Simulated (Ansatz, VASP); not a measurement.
# One calculation of TiPt3, two programs

File INCAR:

```
SYSTEM = TiPt3
PREC = Accurate ; ENCUT = 500
EDIFF = 1E-6 ; ISMEAR = 0
SIGMA = 0.05 ; LREAL = .FALSE.
LASPH = .TRUE. ; NELM = 120
ALGO = Normal ; ISIF = 2
LWAVE = .FALSE. ; LCHARG = .TRUE.
GGA = PS ; LELF = .TRUE.
LVHAR = .TRUE. ; NBANDS = 29
GGA_COMPAT = .FALSE.
```

Contents of KPOINTS:

```
regular mesh
0
G
  10 10 10
  0 0 0
```

Contents of POSCAR:

```
TiPt3
1.0
    3.8970000000      0.0000000000      0.0000000000
    0.0000000000      3.8970000000      0.0000000000
    0.0000000000      0.0000000000      3.8970000000
Ti Pt
1 3
Direct
    0.0000000000      0.0000000000      0.0000000000
    0.0000000000      0.5000000000      0.5000000000
    0.5000000000      0.0000000000      0.5000000000
    0.5000000000      0.5000000000      0.0000000000
```

Input for Ansatz:

```yaml
crystal:
  lattice:
    - [3.897, 0.0, 0.0]
    - [0.0, 3.897, 0.0]
    - [0.0, 0.0, 3.897]
  atoms:
    - { symbol: Ti, position: [0.0, 0.0, 0.0] }
    - { symbol: Pt, position: [0.0, 0.5, 0.5] }
    - { symbol: Pt, position: [0.5, 0.0, 0.5] }
    - { symbol: Pt, position: [0.5, 0.5, 0.0] }
basis:
  ecutwfc: 420
  fft_grid_basis: typed
kpoints:
  mp_grid: { grid: [10, 10, 10] }
hamiltonian:
  xc: pbesol
  pseudopotentials: { kind: paw }
scf:
  occupations: { method: gaussian, width: 0.05 }
output:
  forces: true
  stress: true
  eigenvalues: true
  bader: true
  write_density: true
  volumetric_format: npy
```

Alike in both runs: task single point; functional PBEsol; k mesh 10 × 10 × 10; occupations gaussian, width 0.05 eV; no spin polarisation.

|  | VASP | Ansatz |
| --- | --- | --- |
| version | VASP 6.6.1 | Ansatz 0.2.0 |
| potentials or method | VASP PAW PBE potentials, release 64 (Ti_sv, Pt), cutoff 500 eV | scalar-relativistic, plane waves, PAW |
| valence electrons in the cell | 42 | 66 |

VASP gave:

- gap on the k mesh at the Fermi level (eV): none
- pressure (GPa): 0.2

Which values does Ansatz return?

gap on the k mesh at the Fermi level (eV): none; pressure (GPa): 0.5.

VASP's potentials were made for PBE, not for PBEsol. A gap of «none» marks a metal or a gap that the smearing closes. VASP's potentials hold 42 valence electrons a cell and Ansatz's 66, so a difference there can come from the potentials and not from the codes.

Neither program's run includes spin-orbit coupling.
